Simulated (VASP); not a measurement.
Wanted: the native input for a VASP 6.6.1 run.

```
Task                   : single point
Functional             : LDA
Potentials or basis    : VASP PAW LDA potentials, release 64 (Zn, S)
Cutoff                 : 500 eV
k mesh                 : 6 × 6 × 6
Occupations            : gaussian, width 0.01 eV
Spin                   : no spin polarisation
Dipole correction      : no
Further INCAR settings : ALGO = Normal; EDIFF = 1e-06; NBANDS = 16
```

The structure of ZnS lies in POSCAR:

```
ZnS
1.0
    0.0000000000      2.8060238126      2.8060238126
    2.8060238126      0.0000000000      2.8060238126
    2.8060238126      2.8060238126      0.0000000000
Zn S
1 1
Direct
    0.2500000000      0.2500000000      0.2500000000
    0.0000000000      0.0000000000      0.0000000000
```

The input as run:

INCAR

```
SYSTEM = ZnS
PREC = Accurate
ENCUT = 500
EDIFF = 1E-6
ISMEAR = 0
SIGMA = 0.01
LREAL = .False.
LASPH = .True.
NELM = 120
ALGO = Normal
ISIF = 2
LWAVE = .False.
LCHARG = .False.
GGA = CA
NBANDS = 16
GGA_COMPAT = .False.
```

KPOINTS

```
Automatic mesh
0
Gamma
  6 6 6
  0 0 0
```

Potentials or basis: VASP PAW LDA potentials, release 64 (Zn, S).

Command:

```console
$ cat potpaw_LDA.64/Zn/POTCAR potpaw_LDA.64/S/POTCAR > POTCAR
$ mpirun -np 1 vasp_std > vasp.out
```

Results of the run:

| Quantity | Value |
| --- | --- |
| Pressure | -10.0 GPa |
| Band gap on the k mesh | 1.40 eV |

Caveat: the cell stands under tension.

Wall time 14 s on 1 thread of Intel(R) Xeon(R) Platinum 8375C CPU @ 2.90GHz (Ice Lake), with other jobs on the host, peak memory 0.14 GiB.
